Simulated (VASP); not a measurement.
Mn: single point with PBE

The system is Mn.

```xyz
2
Lattice="2.1845 0.0000 0.0000 -1.0922 1.8918 0.0000 0.0000 0.0000 3.5232" Properties=species:S:1:pos:R:3 pbc="T T T"
Mn    0.0000    1.2612    0.8808
Mn    1.0922    0.6306    2.6424
```

- Program: VASP 6.6.1
- Task: single point
- Functional: PBE
- Potentials or basis: VASP PAW PBE potentials, release 64 (Mn_pv)
- Cutoff: 520 eV
- k mesh: 17 × 17 × 9
- Occupations: fermi-dirac, width 0.05 eV
- Spin: no spin polarisation

```json
{
 "Pressure": "251.6 GPa",
 "Band gap on the k mesh": "zero (band 13 reaches 18.56 eV, above the bottom of band 14 at 15.14 eV)"
}
```

Stress tensor (GPa, compression positive):
```
251.46   0.00   0.00
  0.00 251.46   0.00
  0.00   0.00 251.83
```

Levels at points of the mesh, in eV from the Fermi level:
| k point | band 9 | band 10 | band 11 | band 12 | band 13 | band 14 | band 15 | band 16 | band 17 | band 18 |
| --- | --- | --- | --- | --- | --- | --- | --- | --- | --- | --- |
| (0.00, 0.00, 0.00) | -1.81 | -1.81 | -1.77 | -0.94 | -0.94 | -0.07 | -0.07 | 2.09 | 2.67 | 2.67 |

Wall time 21 s on 1 thread of Intel Xeon 6975P-C, on a shared host, peak memory 0.15 GiB.

Caveat: the run has no spin polarisation, though such a crystal can be magnetic. Spin polarisation is off, so any magnetic state and its effect on volume and gap are missing.
